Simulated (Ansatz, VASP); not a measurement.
## Ni in VASP and in Ansatz

```
Ni
1.0
     2.52599    0.00000    0.00000
    -1.26299    2.18757    0.00000
     0.00000    0.00000    4.15214
Ni
2
Direct
  0.33333 0.66667 0.25000
  0.66667 0.33333 0.75000
```

Change from the starting cell: volume scaled by 1.05, PAW files.

Alike in both runs: task electric field gradients; functional PBE; k mesh 15 × 15 × 8; occupations fermi-dirac, width 0.05 eV; collinear spin.

|  | VASP | Ansatz |
| --- | --- | --- |
| version | VASP 6.6.1 | Ansatz 0.2.0 |
| potentials or method | VASP PAW PBE potentials, release 64 (Ni) | PAW with Ansatz's default frozen-core files, scalar-relativistic |
| plane-wave cutoff (eV) | 520 | 420 |
| valence electrons in the cell | 20 | 36 |

```csv
,VASP,Ansatz,Ansatz less VASP
pressure (GPa),-8.4,-8.6,-0.13
"traceless stress, the component that is largest in VASP (GPa)",-0.02,0.07,+0.086
net moment per atom (μB),0.65,0.66,+0.006
size of the moment on the site where the two differ most (μB),0.67,0.70,+0.030
size of Vzz on the site where it differs most (V/Å²),3.0,3.5,+0.54
```

Site moments also hang on the region over which each program counts them. VASP's potentials hold 20 valence electrons a cell and Ansatz's 36, so a difference there can come from the potentials and not from the codes.
